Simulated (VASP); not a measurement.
A run of VASP 6.6.1 is set up as follows.

The input INCAR:

```
PREC = Accurate ; ENCUT = 520
EDIFF = 1E-6 ; ISMEAR = 0
SIGMA = 0.05 ; LREAL = F
LASPH = T ; NELM = 80
ALGO = Normal ; ISIF = 2
LWAVE = F ; LCHARG = F
GGA = PE ; NBANDS = 16
```

Contents of KPOINTS:

```
Automatic mesh
0
Gamma
  9 9 6
```

The input POSCAR:

```
AlN
1.0
    3.1558670606      0.0000000000      0.0000000000
   -1.5779335303      2.7330610455      0.0000000000
    0.0000000000      0.0000000000      5.0585970347
Al N
2 2
Direct
    0.3333333333      0.6666666667      0.0017290859
    0.6666666667      0.3333333333      0.5017290859
    0.3333333333      0.6666666667      0.3832709141
    0.6666666667      0.3333333333      0.8832709141
```

Potentials or basis: VASP PAW PBE potentials, release 64 (Al, N).

Run with:

```console
$ cat potpaw_PBE.64/Al/POTCAR potpaw_PBE.64/N/POTCAR > POTCAR
$ mpirun -np 1 vasp_std > vasp.out
```

(1) Predict the largest force.

(2) What does it give for the band gap on the k mesh?

(3) Estimate the pressure.

## Answers

(1) 0.008 eV/Å.

(2) 3.83 eV.

(3) -4.8 GPa.

Caveat: the cell differs from its parent crystal (the cell strained); the cell stands under tension.
